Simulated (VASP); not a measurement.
Here is a VASP 6.6.1 calculation.

INCAR

```
PREC = Accurate
ENCUT = 520
EDIFF = 1E-7
ISMEAR = 0
SIGMA = 0.01
LREAL = F
LASPH = T
NELM = 100
ALGO = Normal
ISIF = 2
LWAVE = F
LCHARG = T
GGA = PS
LELF = T
LVHAR = T
NBANDS = 11
```

KPOINTS

```
regular mesh
0
Gamma
  10 10 10
```

File POSCAR:

```
BN
1.0
    0.0000000000      1.7830713297      1.7830713297
    1.7830713297      0.0000000000      1.7830713297
    1.7830713297      1.7830713297      0.0000000000
B N
1 1
Direct
    0.0000000000      0.0000000000      0.0000000000
    0.2500000000      0.2500000000      0.2500000000
```

Potentials or basis: VASP PAW PBE potentials, release 64 (B, N).

The run is started by

```sh
$ cat potpaw_PBE.64/B/POTCAR potpaw_PBE.64/N/POTCAR > POTCAR
$ mpirun -np 1 vasp_std > vasp.out
```

**Question.** Estimate the pressure.

**Answer.** 14.3 GPa.

**Question.** Predict the band gap on the k mesh.

**Answer.** 4.32 eV, indirect (least direct gap 8.95 eV).

Caveat: the PAW data sets were made with another functional, which shifts forces and pressure a little. A k mesh can miss the band edges.
